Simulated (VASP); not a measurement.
GeSb4Te4, 9 atoms in the cell. The cell holds a slab with vacuum, 9 atoms: a = 4.330 Å, b = 4.330 Å, c = 23.649 Å, α = 90.00°, β = 90.00°, γ = 60.00°.  This cell differs from its parent crystal: the distance across one plane changed.

* Program: VASP 6.6.1
* Task: single point
* Functional: PBE
* Potentials or basis: VASP PAW PBE potentials, release 64 (Ge_d, Sb, Te)
* Cutoff: 520 eV
* k mesh: 9 × 9 × 2
* Occupations: gaussian, width 0.03 eV
* Spin: no spin polarisation
* Dipole correction: no
* Further INCAR settings: ALGO = Normal; EDIFF = 1e-07; NBANDS = 39

Potentials or basis: VASP PAW PBE potentials, release 64 (Ge_d, Sb, Te).

Run with:

```bash
$ cat potpaw_PBE.64/Ge_d/POTCAR potpaw_PBE.64/Sb/POTCAR potpaw_PBE.64/Te/POTCAR > POTCAR
$ mpirun -np 1 vasp_std > vasp.out
```

Hardware: 1 thread of Intel(R) Xeon(R) 6975P-C (Granite Rapids) (shared host).

Task: How long does it take, and how much memory?

Result: It took 7.5 min on 1 thread of Intel(R) Xeon(R) 6975P-C (Granite Rapids), on a shared host, peak memory 0.62 GiB. Counts: scf iterations 24, k points 24.
